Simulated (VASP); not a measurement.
# CaO (F-43m) in VASP: further runs

The runs below take CaO through single point, with PBE, r2SCAN.

Everything below comes from runs of VASP 6.6.1. Logs are shortened: lines on timing, memory, paths and dates and some standing lists are left out, and cuts for length are marked.

## 1. The cell of the first run

Symmetry: F-43m, No. 216, cubic system. Conventional cell: a = 5.210 Å, b = 5.210 Å, c = 5.210 Å, α = 90.00°, β = 90.00°, γ = 90.00°. Within 3.0 Å of Ca (site symmetry -43m) lie 4 O at 2.26 Å. O (site symmetry -43m) has 4 Ca at 2.26 Å within 3.0 Å.

## 2. Single point, PBE

Contents of INCAR:

```
SYSTEM = CaO
PREC     = Accurate       ! precision mode
ENCUT    = 520            ! plane-wave cutoff, eV
EDIFF    = 1E-7           ! SCF threshold, eV
ISMEAR   = 0              ! smearing method
SIGMA    = 0.05           ! smearing width, eV
LREAL    = .False.        ! projectors in reciprocal space
LASPH    = .True.         ! aspherical terms in the spheres
NELM     = 100            ! most SCF steps
ALGO     = Normal         ! electronic algorithm
ISIF     = 2              ! what is computed and relaxed
LWAVE    = .False.        ! write WAVECAR
LCHARG   = .False.        ! write CHGCAR
GGA      = PE             ! functional
NBANDS   = 15             ! bands
```

Contents of KPOINTS:

```
Automatic mesh
0
Gamma
  6 6 6
  0 0 0
```

Contents of POSCAR:

```
CaO
1.0
    0.0000000000      2.6050044146      2.6050044146
    2.6050044146      0.0000000000      2.6050044146
    2.6050044146      2.6050044146      0.0000000000
Ca O
1 1
Direct
    0.0000000000      0.0000000000      0.0000000000
    0.2500000000      0.2500000000      0.2500000000
```

Potentials or basis: VASP PAW PBE potentials, release 64 (Ca_sv, O).

On the command line:

```bash
cat potpaw_PBE.64/Ca_sv/POTCAR potpaw_PBE.64/O/POTCAR > POTCAR
mpirun -np 1 vasp_std > vasp.out
```

OUTCAR:

```text
SYSTEM = CaO
   PREC = Accurate
   ENCUT = 520
   EDIFF = 1E-7
   ISMEAR = 0
   LREAL = .False.
   LASPH = .True.
   NELM = 100
   ISIF = 2
   GGA = PE

 ion  position               nearest neighbor table
   1  0.000  0.000  0.000-   2 2.26   2 2.26   2 2.26   2 2.26
   2  0.250  0.250  0.250-   1 2.26   1 2.26   1 2.26   1 2.26

  LATTYP: Found a face centered cubic cell.
 ALAT       =     5.2100088292

  Lattice vectors:

 A1 = (   0.0000000000,   2.6050044146,   2.6050044146)
 A2 = (   2.6050044146,   0.0000000000,   2.6050044146)
 A3 = (   2.6050044146,   2.6050044146,   0.0000000000)

Analysis of symmetry for initial positions (statically):
=====================================================================
 Subroutine PRICEL returns:
 Original cell was already a primitive cell.

 Routine SETGRP: Setting up the symmetry group for a
 face centered cubic supercell.

 Subroutine GETGRP returns: Found 24 space group operations
 (whereof 24 operations were pure point group operations)
 out of a pool of 48 trial point group operations.

The static configuration has the point symmetry T_d .

Analysis of symmetry for dynamics (positions and initial velocities):
=====================================================================
 Subroutine PRICEL returns:
 Original cell was already a primitive cell.

 Routine SETGRP: Setting up the symmetry group for a
 face centered cubic supercell.

 Subroutine GETGRP returns: Found 24 space group operations
 (whereof 24 operations were pure point group operations)
 out of a pool of 48 trial point group operations.

The dynamic configuration has the point symmetry T_d .

 Subroutine INISYM returns: Found 24 space group operations
 (whereof 24 operations are pure point group operations),
 and found     1 'primitive' translations

----------------------------------------------------------------------------------------

                                     Primitive cell

  volume of cell :      35.3554

  direct lattice vectors                    reciprocal lattice vectors
     0.000000000  2.605004415  2.605004415    -0.191938254  0.191938254  0.191938254
     2.605004415  0.000000000  2.605004415     0.191938254 -0.191938254  0.191938254
     2.605004415  2.605004415  0.000000000     0.191938254  0.191938254 -0.191938254

  length of vectors
     3.684032573  3.684032573  3.684032573     0.332446809  0.332446809  0.332446809

  position of ions in fractional coordinates (direct lattice)
     0.000000000  0.000000000  0.000000000
     0.250000000  0.250000000  0.250000000

  ion indices of the primitive-cell ions
   primitive index   ion index
                 1           1
                 2           2

----------------------------------------------------------------------------------------

 KPOINTS: Automatic mesh

Automatic generation of k-mesh.
 Grid dimensions read from file:
 generate k-points for:    6    6    6

 Generating k-lattice:

  Cartesian coordinates                     Fractional coordinates (reciprocal lattice)
    -0.031989709  0.031989709  0.031989709     0.166666667  0.000000000  0.000000000
     0.031989709 -0.031989709  0.031989709     0.000000000  0.166666667  0.000000000
     0.031989709  0.031989709 -0.031989709     0.000000000  0.000000000  0.166666667

  Length of vectors
     0.055407801  0.055407801  0.055407801

  Shift w.r.t. Gamma in fractional coordinates (k-lattice)
     0.000000000  0.000000000  0.000000000

 Subroutine IBZKPT returns following result:
 ===========================================

 Found     16 irreducible k-points:

 Following reciprocal coordinates:
            Coordinates               Weight
  0.000000  0.000000  0.000000      1.000000
  0.166667  0.000000  0.000000      8.000000
  0.333333  0.000000  0.000000      8.000000
  0.500000  0.000000  0.000000      4.000000
  0.166667  0.166667  0.000000      6.000000
  0.333333  0.166667  0.000000     24.000000
[... 8 lines left out ...]
 -0.333333  0.333333  0.166667     24.000000
 -0.333333  0.500000  0.166667     12.000000
   k-points           NKPTS =     16   k-points in BZ     NKDIM =     16   number of bands    NBANDS=     15
   number of dos      NEDOS =    301   number of ions     NIONS =      2
   total plane-waves  NPLWV =  21952
   dimension x,y,z NGX =    28 NGY =   28 NGZ =   28
   dimension x,y,z NGXF=    56 NGYF=   56 NGZF=   56
   ions per type =               1   1
   NGX,Y,Z   is equivalent  to a cutoff of  12.64, 12.64, 12.64 a.u.
   NGXF,Y,Z  is equivalent  to a cutoff of  25.27, 25.27, 25.27 a.u.
 SYSTEM =  CaO
   PREC   = accura    normal or accurate (medium, high low for compatibility)
   ISTART =      0    job   : 0-new  1-cont  2-samecut
   ICHARG =      2    charge: 1-file 2-atom 10-const
   ISPIN  =      1    spin polarized calculation?
   LNONCOLLINEAR =      F non collinear calculations
   LSORBIT =      F    spin-orbit coupling
   LASPH  =      T    aspherical Exc in radial PAW
   ENCUT  =  520.0 eV  38.22 Ry    6.18 a.u.   6.85  6.85  6.85*2*pi/ulx,y,z
   NELM   =    100;   NELMIN=  2; NELMDL= -5     # of ELM steps
   EDIFF  = 0.1E-06   stopping-criterion for ELM
   LREAL  =      F    real-space projection
   EDIFFG = 0.1E-05   stopping-criterion for IOM
   NSW    =      0    number of steps for IOM
   IBRION =     -1    ionic relax: 0-MD 1-quasi-New 2-CG
   NFREE  =      0    steps in history (QN), initial steepest desc. (CG)
   ISIF   =      2    stress and relaxation
   ISYM   =      2    0-nonsym 1-usesym 2-fastsym
   POTIM  = 0.5000    time-step for ionic-motion
   TEBEG  =    0.0;   TEEND  =   0.0 temperature during run
   PSTRESS=    0.0 pullay stress
   NELECT =      16.0000    total number of electrons
   NUPDOWN=      -1.0000    fix difference up-down
   EMIN   =  10.00;   EMAX   =-10.00  energy-range for DOS
   EFERMI =   0.00;   METHOD = LEGACY
   ISMEAR =     0;   SIGMA  =   0.05  broadening in eV -4-tet -1-fermi 0-gaus
   EFERMI_NEDOS =   21; number of points for ismear=-14 and -15
   IALGO  =     38    algorithm
   IMIX   =      4    mixing-type and parameters
     AMIX     =   0.40;   BMIX     =  1.00
     AMIX_MAG =   1.60;   BMIX_MAG =  1.00
  volume/ion in A,a.u.               =      17.68       119.29
  Fermi-wavevector in a.u.,A,eV,Ry     =   1.256887  2.375173 21.494020  1.579766
  Thomas-Fermi vector in A             =   2.390573
   LORBIT       =      0    0 simple, 1 ext, 2 COOP (PROOUT), +10 PAW based schemes
   GGA     = PE    functional components
   LHFCALC =     F    Hartree Fock is set to
   AEXX    =    0.0000 exact exchange contribution
   IVDW    =     0    specifies the selected vdW correction
   LEPSILON=     F    determine dielectric tensor
   LRPA    =     F    only Hartree local field effects (RPA)
 non-spin polarized calculation
 Gauss-broadening in eV      SIGMA  =   0.05
  energy-cutoff  :      520.00
  volume of cell :       35.36
 maximum number of plane-waves:       962
   NGX = 13   NGY = 13   NGZ = 13

 number of electron      15.9999998 magnetization

 Free energy of the ion-electron system (eV)
  ---------------------------------------------------
  ext. energy  EPLUGINS =         0.00000000
  ---------------------------------------------------
  free energy    TOTEN  =       -12.43768831 eV

  energy without entropy =      -12.43768831  energy(sigma->0) =      -12.43768831

 E-fermi :   0.8685     XC(G=0):  -9.0503

 val. band max:        0.4898364672   @ k =  -0.3333   0.5000   0.1667
 cond. band min:       3.8233346905   @ k =   0.0000   0.0000   0.0000
 fundamental gap:      3.3334982233
 Fermi energy:         0.8684978891

 k-point     1 :       0.0000    0.0000    0.0000
  band No.  band energies     occupation
      1     -36.6507      2.00000
      2     -17.5903      2.00000
      3     -17.5903      2.00000
      4     -17.5903      2.00000
      5     -14.3061      2.00000
      6      -0.1388      2.00000
      7      -0.1388      2.00000
      8      -0.1388      2.00000
      9       3.8233      0.00000
     10       8.4703      0.00000
     11       8.4703      0.00000
     12      10.1069      0.00000
     13      10.1069      0.00000
     14      10.1069      0.00000
     15      17.0665      0.00000

 k-point     2 :       0.1667    0.0000    0.0000
  band No.  band energies     occupation
      1     -36.6393      2.00000
      2     -17.7935      2.00000
      3     -17.6039      2.00000
      4     -17.6039      2.00000
      5     -14.1075      2.00000
      6      -0.3967      2.00000
      7      -0.0652      2.00000
      8      -0.0652      2.00000
      9       4.7231      0.00000
     10       8.2191      0.00000
     11       8.2191      0.00000
     12       9.7330      0.00000
     13      10.3156      0.00000
     14      10.3156      0.00000
     15      14.6837      0.00000

 k-point     3 :       0.3333    0.0000    0.0000
  band No.  band energies     occupation
      1     -36.6164      2.00000
      2     -18.1397      2.00000
      3     -17.6308      2.00000
      4     -17.6308      2.00000
      5     -13.7839      2.00000
      6      -0.5524      2.00000
      7       0.0660      2.00000
      8       0.0660      2.00000
      9       6.1412      0.00000
     10       8.1654      0.00000
     11       8.1654      0.00000
     12       9.1298      0.00000
     13      10.2070      0.00000
     14      10.2070      0.00000
     15      12.6152      0.00000
[... 199 lines left out ...]
 k-point    15 :      -0.3333    0.3333    0.1667
  band No.  band energies     occupation
      1     -36.5937      2.00000
      2     -18.2805      2.00000
      3     -17.8011      2.00000
      4     -17.6990      2.00000
      5     -13.4827      2.00000
      6      -0.3231      2.00000
      7      -0.0996      2.00000
      8       0.3796      2.00000
      9       5.7184      0.00000
     10       7.1533      0.00000
     11       8.7144      0.00000
     12       9.9410      0.00000
     13      10.2649      0.00000
     14      11.8446      0.00000
     15      13.0506      0.00000

 k-point    16 :      -0.3333    0.5000    0.1667
  band No.  band energies     occupation
      1     -36.5899      2.00000
      2     -18.3156      2.00000
      3     -17.7885      2.00000
      4     -17.7326      2.00000
      5     -13.4382      2.00000
      6      -0.5999      2.00000
      7       0.1600      2.00000
      8       0.4898      2.00000
      9       5.4491      0.00000
     10       6.9841      0.00000
     11       9.1060      0.00000
     12       9.7548      0.00000
     13      10.3742      0.00000
     14      12.8607      0.00000
     15      13.8494      0.00000

------------------------ aborting loop because EDIFF is reached ----------------------------------------

  FORCE on cell =-STRESS in cart. coord.  units (eV):
  Direction    XX          YY          ZZ          XY          YZ          ZX
  --------------------------------------------------------------------------------------
  -------------------------------------------------------------------------------------
  Total        0.4430391      0.4430391      0.4430391      0.0000000     -0.0000000      0.0000000
  in kB       20.0769298     20.0769298     20.0769298      0.0000000     -0.0000000      0.0000000
  external PRESSURE =      20.0769298 kB  Pullay stress =       0.0000000 kB

 VOLUME and BASIS-vectors are now :
 -----------------------------------------------------------------------------
  energy-cutoff  :      520.00
  volume of cell :       35.36
      direct lattice vectors                 reciprocal lattice vectors
     0.000000000  2.605004415  2.605004415    -0.191938254  0.191938254  0.191938254
     2.605004415  0.000000000  2.605004415     0.191938254 -0.191938254  0.191938254
     2.605004415  2.605004415  0.000000000     0.191938254  0.191938254 -0.191938254

 POSITION                                       TOTAL-FORCE (eV/Angst)
 -----------------------------------------------------------------------------------
      0.00000      0.00000      0.00000         0.000000     -0.000000     -0.000000
      1.30250      1.30250      1.30250        -0.000000      0.000000      0.000000
 -----------------------------------------------------------------------------------
    total drift:                               -0.000000     -0.000000     -0.000000

  FREE ENERGIE OF THE ION-ELECTRON SYSTEM (eV)
  ---------------------------------------------------
  free  energy   TOTEN  =       -12.4376883099 eV

  energy  without entropy=      -12.4376883099  energy(sigma->0) =      -12.43768831
```

Wall time 20 s (1 thread of Intel Xeon 8259CL, shared host); peak memory 0.15 GiB.

What came out:

```yaml
Free_energy: -12.4377 eV
Pressure: 2.0 GPa
Band_gap_on_the_k_mesh: 3.33 eV (least direct gap 3.96 eV)
```

Levels at points of the mesh, in eV from the valence-band top:
| k point | band 5 | band 6 | band 7 | band 8 | band 9 | band 10 | band 11 | band 12 |
| --- | --- | --- | --- | --- | --- | --- | --- | --- |
| (0.00, 0.00, 0.00) | -14.80 | -0.63 | -0.63 | -0.63 | 3.33 | 7.98 | 7.98 | 9.62 |
| (0.50, 0.00, 0.00) | -14.14 | -1.00 | -0.37 | -0.37 | 6.15 | 7.88 | 7.88 | 8.24 |
| (0.50, 0.50, 0.00) | -13.94 | -1.43 | 0.00 | 0.00 | 4.94 | 6.64 | 9.03 | 9.35 |

A k mesh can miss the band edges.

## 3. Single point, PBE (17.86 Å³/atom)

This run uses another cell than the first one, of 17.86 Å³/atom.

Contents of INCAR:

```
SYSTEM = CaO
PREC = Accurate
ENCUT = 520
EDIFF = 1E-7
ISMEAR = 0
SIGMA = 0.05
LREAL = .False.
LASPH = .True.
NELM = 60
ALGO = Normal
ISIF = 2
LWAVE = .False.
LCHARG = .True.
GGA = PE
LELF = .True.
LVHAR = .True.
NBANDS = 15
```

KPOINTS is that of step 2.

Contents of POSCAR:

```
CaO
1.0
    0.0000000000      2.6137948959      2.6137948959
    2.6137948959      0.0000000000      2.6137948959
    2.6137948959      2.6137948959      0.0000000000
Ca O
1 1
Direct
    0.0000000000      0.0000000000      0.0000000000
    0.2500000000      0.2500000000      0.2500000000
```

Potentials or basis: VASP PAW PBE potentials, release 64 (Ca_sv, O).

On the command line:

```bash
cat potpaw_PBE.64/Ca_sv/POTCAR potpaw_PBE.64/O/POTCAR > POTCAR
mpirun -np 1 vasp_std > vasp.out
```

Run time: 26 s. Hardware: 1 thread of Intel Xeon 8259CL, shared host; peak memory 0.16 GiB.

The run converged. Its results:

- Free energy: -12.4416 eV
- Pressure: 1.2 GPa
- Band gap on the k mesh: 3.30 eV (least direct gap 3.91 eV)

Levels at points of the mesh, in eV from the valence-band top:
```csv
k point,band 6,band 7,band 8,band 9,band 10,band 11
"(0.00, 0.00, 0.00)",-0.61,-0.61,-0.61,3.30,7.94,7.94
"(0.50, 0.00, 0.00)",-0.99,-0.35,-0.35,6.11,7.84,7.84
"(0.50, 0.50, 0.00)",-1.41,0.00,0.00,4.92,6.61,8.97
```

A k mesh can miss the band edges.

## 4. Single point, PBE (18.02 Å³/atom)

This run uses another cell than the first one, of 18.02 Å³/atom.

Contents of INCAR:

```
PREC = Accurate
ENCUT = 520
EDIFF = 1E-7
ISMEAR = 0
SIGMA = 0.05
LREAL = F
LASPH = T
NELM = 80
ALGO = Normal
ISIF = 2
LWAVE = F
LCHARG = F
GGA = PE
NBANDS = 15
```

Contents of KPOINTS:

```
Automatic mesh
0
Gamma
  6 6 6
```

Contents of POSCAR:

```
CaO
1.0
    0.0000000000      2.6218925023      2.6218925023
    2.6218925023      0.0000000000      2.6218925023
    2.6218925023      2.6218925023      0.0000000000
Ca O
1 1
Direct
    0.0000000000      0.0000000000      0.0000000000
    0.2500000000      0.2500000000      0.2500000000
```

Potentials or basis: VASP PAW PBE potentials, release 64 (Ca_sv, O).

On the command line:

```bash
cat potpaw_PBE.64/Ca_sv/POTCAR potpaw_PBE.64/O/POTCAR > POTCAR
mpirun -np 1 vasp_std > vasp.out
```

OUTCAR:

```text
PREC = Accurate
   ENCUT = 520
   EDIFF = 1E-7
   ISMEAR = 0
   LREAL = F
   LASPH = T
   NELM = 80
   ISIF = 2
   GGA = PE

 ion  position               nearest neighbor table
   1  0.000  0.000  0.000-   2 2.27   2 2.27   2 2.27   2 2.27
   2  0.250  0.250  0.250-   1 2.27   1 2.27   1 2.27   1 2.27

  LATTYP: Found a face centered cubic cell.
 ALAT       =     5.2437850046

  Lattice vectors:

 A1 = (   0.0000000000,   2.6218925023,   2.6218925023)
[... 463 lines left out ...]
------------------------ aborting loop because EDIFF is reached ----------------------------------------

  FORCE on cell =-STRESS in cart. coord.  units (eV):
  Direction    XX          YY          ZZ          XY          YZ          ZX
  --------------------------------------------------------------------------------------
  -------------------------------------------------------------------------------------
  Total        0.0995749      0.0995749      0.0995749      0.0000000     -0.0000000      0.0000000
  in kB        4.4257374      4.4257374      4.4257374      0.0000000     -0.0000000      0.0000000
  external PRESSURE =       4.4257374 kB  Pullay stress =       0.0000000 kB

 VOLUME and BASIS-vectors are now :
 -----------------------------------------------------------------------------
  energy-cutoff  :      520.00
  volume of cell :       36.05
      direct lattice vectors                 reciprocal lattice vectors
     0.000000000  2.621892502  2.621892502    -0.190701945  0.190701945  0.190701945
     2.621892502  0.000000000  2.621892502     0.190701945 -0.190701945  0.190701945
     2.621892502  2.621892502  0.000000000     0.190701945  0.190701945 -0.190701945

 POSITION                                       TOTAL-FORCE (eV/Angst)
 -----------------------------------------------------------------------------------
      0.00000      0.00000      0.00000        -0.000000     -0.000000     -0.000000
      1.31095      1.31095      1.31095         0.000000      0.000000      0.000000
 -----------------------------------------------------------------------------------
    total drift:                               -0.000000     -0.000000     -0.000000

  FREE ENERGIE OF THE ION-ELECTRON SYSTEM (eV)
  ---------------------------------------------------
  free  energy   TOTEN  =       -12.4436202205 eV

  energy  without entropy=      -12.4436202205  energy(sigma->0) =      -12.44362022
```

It took 24 s on 1 thread of Intel Xeon 8259CL, shared host; peak memory 0.15 GiB.

Results:

```
Free energy            : -12.4436 eV
Pressure               : 0.4 GPa
Band gap on the k mesh : 3.27 eV (least direct gap 3.86 eV)
```

A k mesh can miss the band edges.

(Continued in part 2 of 2.)
